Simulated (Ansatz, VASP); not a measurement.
LaRe: VASP beside Ansatz

```
La Re
1.0
     3.54936    0.00000    0.00000
     0.00000    3.54936    0.00000
     0.00000    0.00000    3.54936
La Re
1 1
Direct
  0.00000 0.00000 0.00000
  0.50000 0.50000 0.50000
```

Alike in both runs: task single point; functional r2SCAN; k mesh 10 × 10 × 10; occupations gaussian, width 0.05 eV; no spin polarisation.

|  | VASP | Ansatz |
| --- | --- | --- |
| version | VASP 6.6.1 | Ansatz 0.2.0 |
| potentials or method | VASP PAW PBE potentials, release 64 (La, Re), cutoff 520 eV | scalar-relativistic, plane waves, PAW |
| valence electrons in the cell | 18 | 26 |

|  | VASP | Ansatz | Ansatz less VASP |
| --- | --- | --- | --- |
| gap on the k mesh at the Fermi level (eV) | none | none | - |
| pressure (GPa) | 1.8 | 2.0 | +0.19 |

VASP's potentials were made for PBE, not for r2SCAN. A gap of «none» marks a metal or a gap that the smearing closes. VASP's potentials hold 18 valence electrons a cell and Ansatz's 26, so a difference there can come from the potentials and not from the codes.

Neither program's run includes spin-orbit coupling.
